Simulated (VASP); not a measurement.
# GaSb (I-4m2) in VASP: a series of runs

GaSb is run at these levels: r2SCAN; tasks: single point.

Program: VASP 6.6.1. These are calculated values, not measurements. Logs are shortened: lines on timing, memory, paths and dates and some standing lists are left out, and cuts for length are marked.

## Step 1: The cell of the first run

The structure is tetragonal, space group I-4m2 (No. 119). Conventional cell: a = 4.542 Å, b = 4.542 Å, c = 5.965 Å, α = 90.00°, β = 90.00°, γ = 90.00°. Ga (site symmetry -4m2) has 4 Sb at 2.72 Å within 3.6 Å. Sb (site symmetry -4m2) has 4 Ga at 2.72 Å within 3.6 Å.

## Step 2: Single point, r2SCAN (strain +0.050 along x and y, -0.025 along z)

The input, POSCAR:

```
GaSb
1.0
    0.0000000000      3.2119500000      2.9825250000
    3.2119500000      0.0000000000      2.9825250000
    3.2119500000      3.2119500000      0.0000000000
Ga Sb
1 1
Direct
    0.0000000000      0.0000000000      0.0000000000
    0.7500000000      0.7500000000      0.7500000000
```

The input, INCAR.step1:

```
ALGO = Normal
EDIFF = 1E-4
ENCUT = 520
GGA = PE
ISMEAR = 0
LASPH = True
LCHARG = False
LREAL = False
LWAVE = True
NBANDS = 16
NELM = 60
PREC = Accurate
SIGMA = 0.05
```

The input, INCAR.step2:

```
ALGO = Normal
EDIFF = 1E-7
ENCUT = 520
ISIF = 2
ISMEAR = 0
ISTART = 1
LASPH = True
LCHARG = True
LELF = True
LMIXTAU = True
LREAL = False
LVHAR = True
LWAVE = False
METAGGA = R2SCAN
NBANDS = 16
NELM = 60
PREC = Accurate
SIGMA = 0.05
```

The input, KPOINTS:

```
k-points
0
Gamma
  10 10 10
```

Potentials or basis: VASP PAW PBE potentials, release 64 (Ga_d, Sb).

On the command line:

```
cat potpaw_PBE.64/Ga_d/POTCAR potpaw_PBE.64/Sb/POTCAR > POTCAR
cp INCAR.step1 INCAR
mpirun -np 1 vasp_std > vasp.out
cp INCAR.step2 INCAR
mpirun -np 1 vasp_std > vasp.out
```

OUTCAR:

```text
EDIFF = 1E-7
   ENCUT = 520
   ISIF = 2
   ISMEAR = 0
   ISTART = 1
   LASPH = True
   LREAL = False
   METAGGA = R2SCAN
   NELM = 60
   PREC = Accurate

 ion  position               nearest neighbor table
   1  0.000  0.000  0.000-   2 2.72   2 2.72   2 2.72   2 2.72
   2  0.750  0.750  0.750-   1 2.72   1 2.72   1 2.72   1 2.72

  LATTYP: Found a body centered tetragonal cell.
 ALAT       =     4.5423832517
 C/A-ratio  =     1.3131983079

  Lattice vectors:

 A1 = (   0.0000000000,  -3.2119500000,  -2.9825250000)
 A2 = (   0.0000000000,   3.2119500000,  -2.9825250000)
 A3 = (   3.2119500000,   0.0000000000,   2.9825250000)

Analysis of symmetry for initial positions (statically):
=====================================================================
 Subroutine PRICEL returns:
 Original cell was already a primitive cell.

 Routine SETGRP: Setting up the symmetry group for a
 body centered tetragonal supercell.

 Subroutine GETGRP returns: Found  8 space group operations
 (whereof  8 operations were pure point group operations)
 out of a pool of 16 trial point group operations.

The static configuration has the point symmetry D_2d.

Analysis of symmetry for dynamics (positions and initial velocities):
=====================================================================
 Subroutine PRICEL returns:
 Original cell was already a primitive cell.

 Routine SETGRP: Setting up the symmetry group for a
 body centered tetragonal supercell.

 Subroutine GETGRP returns: Found  8 space group operations
 (whereof  8 operations were pure point group operations)
 out of a pool of 16 trial point group operations.

The dynamic configuration has the point symmetry D_2d.

 Subroutine INISYM returns: Found  8 space group operations
 (whereof  8 operations are pure point group operations),
 and found     1 'primitive' translations

----------------------------------------------------------------------------------------

                                     Primitive cell

  volume of cell :      61.5392

  direct lattice vectors                    reciprocal lattice vectors
     0.000000000  3.211950000  2.982525000    -0.155668675  0.155668675  0.167643188
     3.211950000  0.000000000  2.982525000     0.155668675 -0.155668675  0.167643188
     3.211950000  3.211950000  0.000000000     0.155668675  0.155668675 -0.167643188

  length of vectors
     4.383158471  4.383158471  4.542383252     0.276712326  0.276712326  0.276712326

  position of ions in fractional coordinates (direct lattice)
     0.000000000  0.000000000  0.000000000
     0.750000000  0.750000000  0.750000000

  ion indices of the primitive-cell ions
   primitive index   ion index
                 1           1
                 2           2

----------------------------------------------------------------------------------------

 KPOINTS: k-points

Automatic generation of k-mesh.
 Grid dimensions read from file:
 generate k-points for:   10   10   10

 Generating k-lattice:

  Cartesian coordinates                     Fractional coordinates (reciprocal lattice)
    -0.015566867  0.015566867  0.016764319     0.100000000  0.000000000  0.000000000
     0.015566867 -0.015566867  0.016764319     0.000000000  0.100000000  0.000000000
     0.015566867  0.015566867 -0.016764319    -0.000000000 -0.000000000  0.100000000

  Length of vectors
     0.027671233  0.027671233  0.027671233

  Shift w.r.t. Gamma in fractional coordinates (k-lattice)
     0.000000000  0.000000000  0.000000000

 Subroutine IBZKPT returns following result:
 ===========================================

 Found    102 irreducible k-points:

 Following reciprocal coordinates:
            Coordinates               Weight
  0.000000  0.000000  0.000000      1.000000
  0.100000  0.000000  0.000000      8.000000
  0.200000  0.000000  0.000000      8.000000
  0.300000  0.000000  0.000000      8.000000
  0.400000 -0.000000  0.000000      8.000000
  0.500000  0.000000  0.000000      4.000000
[... 16 lines left out ...]
  0.300000  0.300000  0.000000      2.000000
  0.400000  0.300000  0.000000      8.000000
 [... further k-points ...]
   k-points           NKPTS =    102   k-points in BZ     NKDIM =    102   number of bands    NBANDS=     16
   number of dos      NEDOS =    301   number of ions     NIONS =      2
   total plane-waves  NPLWV =  46656
   dimension x,y,z NGX =    36 NGY =   36 NGZ =   36
   dimension x,y,z NGXF=    72 NGYF=   72 NGZF=   72
   ions per type =               1   1
   NGX,Y,Z   is equivalent  to a cutoff of  13.65, 13.65, 13.18 a.u.
   NGXF,Y,Z  is equivalent  to a cutoff of  27.31, 27.31, 26.35 a.u.
 SYSTEM =  unknown system
   PREC   = accura    normal or accurate (medium, high low for compatibility)
   ISTART =      1    job   : 0-new  1-cont  2-samecut
   ICHARG =      0    charge: 1-file 2-atom 10-const
   ISPIN  =      1    spin polarized calculation?
   LNONCOLLINEAR =      F non collinear calculations
   LSORBIT =      F    spin-orbit coupling
   LASPH  =      T    aspherical Exc in radial PAW
   ENCUT  =  520.0 eV  38.22 Ry    6.18 a.u.   8.15  8.15  8.45*2*pi/ulx,y,z
   NELM   =     60;   NELMIN=  2; NELMDL=  0     # of ELM steps
   EDIFF  = 0.1E-06   stopping-criterion for ELM
   LREAL  =      F    real-space projection
   EDIFFG = 0.1E-05   stopping-criterion for IOM
   NSW    =      0    number of steps for IOM
   IBRION =     -1    ionic relax: 0-MD 1-quasi-New 2-CG
   NFREE  =      0    steps in history (QN), initial steepest desc. (CG)
   ISIF   =      2    stress and relaxation
   ISYM   =      2    0-nonsym 1-usesym 2-fastsym
   POTIM  = 0.5000    time-step for ionic-motion
   TEBEG  =    0.0;   TEEND  =   0.0 temperature during run
   PSTRESS=    0.0 pullay stress
   NELECT =      18.0000    total number of electrons
   NUPDOWN=      -1.0000    fix difference up-down
   EMIN   =  10.00;   EMAX   =-10.00  energy-range for DOS
   EFERMI =   0.00;   METHOD = LEGACY
   ISMEAR =     0;   SIGMA  =   0.05  broadening in eV -4-tet -1-fermi 0-gaus
   EFERMI_NEDOS =   21; number of points for ismear=-14 and -15
   IALGO  =     38    algorithm
   IMIX   =      4    mixing-type and parameters
     AMIX     =   0.40;   BMIX     =  1.00
     AMIX_MAG =   1.60;   BMIX_MAG =  1.00
  volume/ion in A,a.u.               =      30.77       207.64
  Fermi-wavevector in a.u.,A,eV,Ry     =   1.086714  2.053591 16.067753  1.180947
  Thomas-Fermi vector in A             =   2.222857
   LORBIT       =      0    0 simple, 1 ext, 2 COOP (PROOUT), +10 PAW based schemes
   METAGGA = R2SCAN    functional components
   LHFCALC =     F    Hartree Fock is set to
   AEXX    =    0.0000 exact exchange contribution
   IVDW    =     0    specifies the selected vdW correction
   LEPSILON=     F    determine dielectric tensor
   LRPA    =     F    only Hartree local field effects (RPA)
 non-spin polarized calculation
 Gauss-broadening in eV      SIGMA  =   0.05
  energy-cutoff  :      520.00
  volume of cell :       61.54
 maximum number of plane-waves:      1671
 NGX is ok and might be reduce to    36
   NGX = 17   NGY = 17   NGZ = 17

 number of electron      17.9999998 magnetization

 Free energy of the ion-electron system (eV)
  ---------------------------------------------------
  ext. energy  EPLUGINS =         0.00000000
  ---------------------------------------------------
  free energy    TOTEN  =       -37.53827516 eV

  energy without entropy =      -37.53827502  energy(sigma->0) =      -37.53827509

 E-fermi :   4.0955     XC(G=0):  -9.3950

 val. band max:        3.9540177338   @ k =   0.1000   0.0000   0.0000
 cond. band min:       4.2184728988   @ k =   0.0000   0.0000   0.0000
 fundamental gap:      0.2644551650
 Fermi energy:         4.0954851354

 k-point     1 :       0.0000    0.0000    0.0000
  band No.  band energies     occupation
      1     -11.4084      2.00000
      2     -11.4084      2.00000
      3     -11.3980      2.00000
      4     -11.3660      2.00000
      5     -11.3535      2.00000
      6      -7.4557      2.00000
[... 8 lines left out ...]
     15      12.2888      0.00000
     16      13.2469      0.00000

 k-point     2 :       0.1000    0.0000    0.0000
  band No.  band energies     occupation
      1     -11.4095      2.00000
      2     -11.4074      2.00000
      3     -11.3981      2.00000
      4     -11.3661      2.00000
      5     -11.3535      2.00000
      6      -7.3564      2.00000
[... 8 lines left out ...]
     15      11.8710      0.00000
     16      12.4917      0.00000

 k-point     3 :       0.2000    0.0000    0.0000
  band No.  band energies     occupation
      1     -11.4135      2.00000
      2     -11.4049      2.00000
      3     -11.3972      2.00000
      4     -11.3664      2.00000
      5     -11.3533      2.00000
      6      -7.0680      2.00000
[... 8 lines left out ...]
     15      11.6620      0.00000
     16      12.2495      0.00000

 k-point     4 :       0.3000    0.0000    0.0000
  band No.  band energies     occupation
      1     -11.4196      2.00000
      2     -11.4020      2.00000
      3     -11.3952      2.00000
      4     -11.3666      2.00000
      5     -11.3528      2.00000
      6      -6.6298      2.00000
[... 8 lines left out ...]
     15      12.1883      0.00000
     16      12.4103      0.00000

 k-point     5 :       0.4000   -0.0000    0.0000
  band No.  band energies     occupation
      1     -11.4248      2.00000
      2     -11.3998      2.00000
      3     -11.3935      2.00000
      4     -11.3665      2.00000
      5     -11.3522      2.00000
      6      -6.1544      2.00000
[... 8 lines left out ...]
     15      13.1867      0.00000
     16      13.3619      0.00000

 k-point     6 :       0.5000    0.0000    0.0000
  band No.  band energies     occupation
      1     -11.4268      2.00000
      2     -11.3991      2.00000
      3     -11.3929      2.00000
      4     -11.3664      2.00000
      5     -11.3519      2.00000
      6      -5.9175      2.00000
[... 8 lines left out ...]
     15      13.7741      0.00000
     16      14.4332      0.00000

 k-point     7 :       0.1000    0.1000    0.0000
  band No.  band energies     occupation
      1     -11.4065      2.00000
      2     -11.4065      2.00000
      3     -11.4024      2.00000
      4     -11.3669      2.00000
      5     -11.3530      2.00000
      6      -7.3125      2.00000
[... 8 lines left out ...]
     15      12.2769      0.00000
     16      12.4364      0.00000

 k-point     8 :       0.2000    0.1000    0.0000
  band No.  band energies     occupation
      1     -11.4103      2.00000
      2     -11.4039      2.00000
      3     -11.4017      2.00000
      4     -11.3678      2.00000
      5     -11.3525      2.00000
      6      -7.0762      2.00000
[... 8 lines left out ...]
     15      11.9493      0.00000
     16      12.3863      0.00000

 k-point     9 :       0.3000    0.1000    0.0000
  band No.  band energies     occupation
      1     -11.4178      2.00000
      2     -11.4010      2.00000
      3     -11.3980      2.00000
      4     -11.3684      2.00000
      5     -11.3519      2.00000
      6      -6.6762      2.00000
[... 8 lines left out ...]
     15      12.2912      0.00000
     16      12.7859      0.00000
[... 172 lines left out ...]
 k-point    19 :       0.5000    0.2000    0.0000
  band No.  band energies     occupation
      1     -11.4297      2.00000
      2     -11.3947      2.00000
      3     -11.3925      2.00000
      4     -11.3702      2.00000
      5     -11.3509      2.00000
      6      -5.6803      2.00000
[... 8 lines left out ...]
     15      14.4202      0.00000
     16      14.5073      0.00000

 k-point    20 :      -0.4000    0.2000    0.0000
  band No.  band energies     occupation
      1     -11.4297      2.00000
      2     -11.3954      2.00000
      3     -11.3915      2.00000
      4     -11.3686      2.00000
      5     -11.3520      2.00000
      6      -5.6562      2.00000
[... 8 lines left out ...]
     15      12.8105      0.00000
     16      14.3992      0.00000

 k-point    21 :      -0.3000    0.2000    0.0000
  band No.  band energies     occupation
      1     -11.4270      2.00000
      2     -11.3976      2.00000
      3     -11.3914      2.00000
      4     -11.3670      2.00000
      5     -11.3533      2.00000
      6      -6.0341      2.00000
[... 8 lines left out ...]
     15      12.2403      0.00000
     16      14.4605      0.00000

 k-point    22 :      -0.2000    0.2000    0.0000
  band No.  band energies     occupation
      1     -11.4227      2.00000
      2     -11.4008      2.00000
      3     -11.3920      2.00000
      4     -11.3660      2.00000
      5     -11.3540      2.00000
      6      -6.5013      2.00000
[... 8 lines left out ...]
     15      13.1005      0.00000
     16      13.2037      0.00000

 k-point    23 :       0.3000    0.3000    0.0000
  band No.  band energies     occupation
      1     -11.4265      2.00000
      2     -11.3948      2.00000
      3     -11.3947      2.00000
      4     -11.3730      2.00000
      5     -11.3499      2.00000
      6      -6.2357      2.00000
[... 8 lines left out ...]
     15      13.6168      0.00000
     16      14.8051      0.00000

 k-point    24 :       0.4000    0.3000    0.0000
  band No.  band energies     occupation
      1     -11.4317      2.00000
      2     -11.3921      2.00000
      3     -11.3920      2.00000
      4     -11.3741      2.00000
      5     -11.3494      2.00000
      6      -5.8145      2.00000
[... 8 lines left out ...]
     15      14.4124      0.00000
     16      15.1349      0.00000

 [... further k-points ...]

------------------------ aborting loop because EDIFF is reached ----------------------------------------

  FORCE on cell =-STRESS in cart. coord.  units (eV):
  Direction    XX          YY          ZZ          XY          YZ          ZX
  --------------------------------------------------------------------------------------
  -------------------------------------------------------------------------------------
  Total       -1.5130638     -1.5130638     -0.3427052      0.0000000      0.0000000      0.0000000
  in kB      -39.3927394    -39.3927394     -8.9223580      0.0000000      0.0000000      0.0000000
  external PRESSURE =     -29.2359456 kB  Pullay stress =       0.0000000 kB

 VOLUME and BASIS-vectors are now :
 -----------------------------------------------------------------------------
  energy-cutoff  :      520.00
  volume of cell :       61.54
      direct lattice vectors                 reciprocal lattice vectors
     0.000000000  3.211950000  2.982525000    -0.155668675  0.155668675  0.167643188
     3.211950000  0.000000000  2.982525000     0.155668675 -0.155668675  0.167643188
     3.211950000  3.211950000  0.000000000     0.155668675  0.155668675 -0.167643188

 POSITION                                       TOTAL-FORCE (eV/Angst)
 -----------------------------------------------------------------------------------
      0.00000      0.00000      0.00000        -0.000000     -0.000000      0.000000
      4.81792      4.81792      4.47379         0.000000      0.000000     -0.000000
 -----------------------------------------------------------------------------------
    total drift:                                0.000004      0.000004     -0.000025

  FREE ENERGIE OF THE ION-ELECTRON SYSTEM (eV)
  ---------------------------------------------------
  free  energy   TOTEN  =       -37.5382751583 eV

  energy  without entropy=      -37.5382750165  energy(sigma->0) =      -37.53827509
```

Wall time 5.6 min (1 thread of AMD EPYC 9R45 (Zen 5), shared host); peak memory 0.25 GiB.

What came out:

```yaml
Free_energy: -37.5383 eV
Pressure: -2.9 GPa
Band_gap_on_the_k_mesh: 0.26 eV (least direct gap 0.37 eV)
```

Stress tensor (GPa, compression positive):
```
-3.94  0.00  0.00
 0.00 -3.94  0.00
 0.00  0.00 -0.89
```

Levels at points of the mesh, in eV from the valence-band top:
| k point | band 5 | band 6 | band 7 | band 8 | band 9 | band 10 | band 11 | band 12 | band 13 | band 14 |
| --- | --- | --- | --- | --- | --- | --- | --- | --- | --- | --- |
| (0.00, 0.00, 0.00) | -15.31 | -11.41 | -0.12 | -0.12 | -0.11 | 0.26 | 2.89 | 3.12 | 3.12 | 6.28 |
| (0.50, 0.00, 0.00) | -15.31 | -9.87 | -6.21 | -1.33 | -0.83 | 0.47 | 3.85 | 4.28 | 7.00 | 9.29 |
| (0.50, 0.50, 0.00) | -15.30 | -8.94 | -6.48 | -2.70 | -2.70 | 0.83 | 1.35 | 8.82 | 8.82 | 10.28 |
| (0.50, 0.00, 0.50) | -15.31 | -9.17 | -6.80 | -2.30 | -2.24 | 1.39 | 1.78 | 8.52 | 8.54 | 9.84 |

Caveat: the cell differs from its parent crystal (strain +0.050 along x and y, -0.025 along z); the PAW data sets were made with another functional, which shifts forces and pressure a little; spin-orbit coupling is left out, which moves the levels of the heavy elements. A k mesh can miss the band edges.

(Continued in part 2 of 2.)
